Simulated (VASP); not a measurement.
Input of a VASP 6.6.1 run:

File POSCAR:

```
MgO
1.0
    0.0000000000      2.1021680260      2.1021680260
    2.1021680260      0.0000000000      2.1021680260
    2.1021680260      2.1021680260      0.0000000000
Mg O
1 1
Direct
    0.0000000000      0.0000000000      0.0000000000
    0.5000000000      0.5000000000      0.5000000000
```

Contents of INCAR.step1:

```
SYSTEM = MgO
ALGO = Normal
EDIFF = 1E-5
ENCUT = 520
GGA = PE
ISIF = 2
ISMEAR = 0
LASPH = .TRUE.
LCHARG = .FALSE.
LREAL = .FALSE.
LWAVE = .TRUE.
NBANDS = 11
NELM = 60
PREC = Accurate
SIGMA = 0.01
```

The input INCAR.step2:

```
SYSTEM = MgO
ALGO = Normal
EDIFF = 1E-6
ENCUT = 520
GGA = PE
HFSCREEN = 0.2079
ISIF = 2
ISMEAR = 0
ISTART = 1
LASPH = .TRUE.
LCHARG = .FALSE.
LHFCALC = .TRUE.
LREAL = .FALSE.
LWAVE = .FALSE.
NBANDS = 11
NELM = 60
PREC = Accurate
PRECFOCK = Normal
SIGMA = 0.01
```

KPOINTS

```
k-points
0
G
  6 6 6
  0 0 0
```

Potentials or basis: VASP PAW PBE potentials, release 64 (Mg, O).

Command:

```console
$ cat potpaw_PBE.64/Mg/POTCAR potpaw_PBE.64/O/POTCAR > POTCAR
$ cp INCAR.step1 INCAR
$ mpirun -np 1 vasp_std > vasp.out
$ cp INCAR.step2 INCAR
$ mpirun -np 1 vasp_std > vasp.out
```

Q: What does it give for the pressure?

A: -0.6 GPa.

Q: Estimate the band gap on the k mesh.

A: 6.50 eV.

Caveat: the k points lie up to 0.43 Å⁻¹ apart; the PAW data sets were made with another functional, which shifts forces and pressure a little.
